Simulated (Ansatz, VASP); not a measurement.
## One calculation of Sb, two programs

```
CELL_PARAMETERS angstrom
0.00000 2.38642 2.38642
2.38642 0.00000 2.38642
2.38642 2.38642 0.00000
ATOMIC_POSITIONS crystal
Sb 0.00000 0.00000 0.00000
```

Alike in both runs: functional r2SCAN; k mesh 20 × 20 × 20; occupations gaussian, width 0.1 eV; no spin polarisation.

Ansatz relaxed the structure, and its values are those at the end. VASP's run is a single point on that final structure, the one shown.

|  | VASP | Ansatz |
| --- | --- | --- |
| version | VASP 6.6.1 | Ansatz 0.2.0 |
| potentials or method | VASP PAW PBE potentials, release 64 (Sb), cutoff 520 eV | scalar-relativistic, plane waves, PAW |
| valence electrons in the cell | 5 | 15 |

Ansatz gave:

* gap on the k mesh at the Fermi level (eV): none
* pressure (GPa): 0.0

Q: Which values does VASP return?

A: gap on the k mesh at the Fermi level (eV): none; pressure (GPa): -0.1.

VASP's potentials were made for PBE, not for r2SCAN. A gap of «none» marks a metal or a gap that the smearing closes. The functional is the same, so the differences come from potentials, cutoffs and numerics. VASP's potentials hold 5 valence electrons a cell and Ansatz's 15, so a difference there can come from the potentials and not from the codes.

Neither program's run includes spin-orbit coupling.
